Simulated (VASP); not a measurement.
## BeTe: relaxation of cell and atoms with LDA

BeTe:

```
CELL_PARAMETERS angstrom
0.00000 2.77000 2.77000
2.77000 0.00000 2.77000
2.77000 2.77000 0.00000
ATOMIC_POSITIONS crystal
Te 0.75000 0.75000 0.75000
Be 0.00000 0.00000 0.00000
```

```
Program                : VASP 6.6.1
Task                   : relaxation of cell and atoms
Functional             : LDA
Potentials or basis    : VASP PAW LDA potentials, release 64 (Te, Be)
Cutoff                 : 600 eV
k mesh                 : 8 × 8 × 8
Occupations            : fermi-dirac, width 0.05 eV
Spin                   : no spin polarisation
Target pressure        : 20 GPa
Dipole correction      : no
Further INCAR settings : ALGO = Normal; EDIFF = 1e-06; IBRION = 2; EDIFFG = -0.02; NSW = 80; ISIF = 3
```

```yaml
Relaxed_volume: 17.50 Å³/atom
Relaxed_cell: a = 3.672 Å, b = 3.672 Å, c = 3.672 Å, α = 60.00°, β = 60.00°, γ = 60.00°
Space_group_after_relaxing_to_0.05_Å: F-43m (No. 216)
Energy_change_on_relaxing_the_enthalpy_is_what_falls: +208.8 meV/atom
Ionic_steps: 4
Pressure_after_relaxing: 19.8 GPa
Band_gap_on_the_k_mesh: 1.19 eV, indirect (least direct gap 3.29 eV)
```

Step by step:
```csv
step,energy change (eV),largest force (eV/Å),pressure (GPa),volume (Å³)
1,0.0000,0.0000,0.79,42.51
2,1.8409,0.0000,57.53,28.68
3,0.3913,0.0000,19.02,35.21
4,0.4176,0.0000,19.83,35.00
```

Final structure:
```xyz
2
Lattice="0.0000 2.5962 2.5962 2.5962 0.0000 2.5962 2.5962 2.5962 0.0000" Properties=species:S:1:pos:R:3 pbc="T T T"
Te    3.8943    3.8943    3.8943
Be    0.0000    0.0000    0.0000
```

Levels at points of the mesh, in eV from the valence-band top:
```tsv
k point	band 1	band 2	band 3	band 4	band 5	band 6	band 7	band 8
(0.00, 0.00, 0.00)	-14.20	0.00	0.00	0.00	3.29	3.29	3.29	5.68
(0.50, 0.00, 0.00)	-12.16	-7.31	-1.62	-1.62	3.78	4.36	4.36	7.41
(0.50, 0.50, 0.00)	-11.41	-6.55	-3.70	-3.70	1.19	2.22	11.16	11.16
```

Run time: 46 s on 1 thread of Intel Xeon 8259CL, on a shared host, peak memory 0.17 GiB.

Caveat: the cell is relaxed towards a set pressure, so the enthalpy falls and the energy may rise; the volume moved by over 15 % at a fixed basis, so the end points are rough; spin-orbit coupling is left out, which moves the levels of the heavy elements. Zero-point motion and thermal expansion aren't in these numbers.
